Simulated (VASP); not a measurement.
The system is Cu.

```
Cu
1.0
     0.00000    1.84295    1.84295
     1.84295    0.00000    1.84295
     1.84295    1.84295    0.00000
Cu
1
Direct
  0.00000 0.00000 0.00000
```

Base run:

```yaml
Program: VASP 6.6.1
Functional: RPBE
Potentials_or_basis: VASP PAW PBE potentials, release 64 (Cu)
Cutoff: 600 eV
k_mesh: 13 × 13 × 13
Occupations: fermi-dirac, width 0.05 eV
Spin: no spin polarisation
```

Its results: pressure -0.8 GPa.

Question: The run is repeated on the same cell with these changes: functional from RPBE to revPBE; cutoff from 600 eV to 520 eV. What comes out?

Answer: Pressure -2.1 GPa.

Caveats: the PAW data sets were made with another functional, which shifts forces and pressure a little.
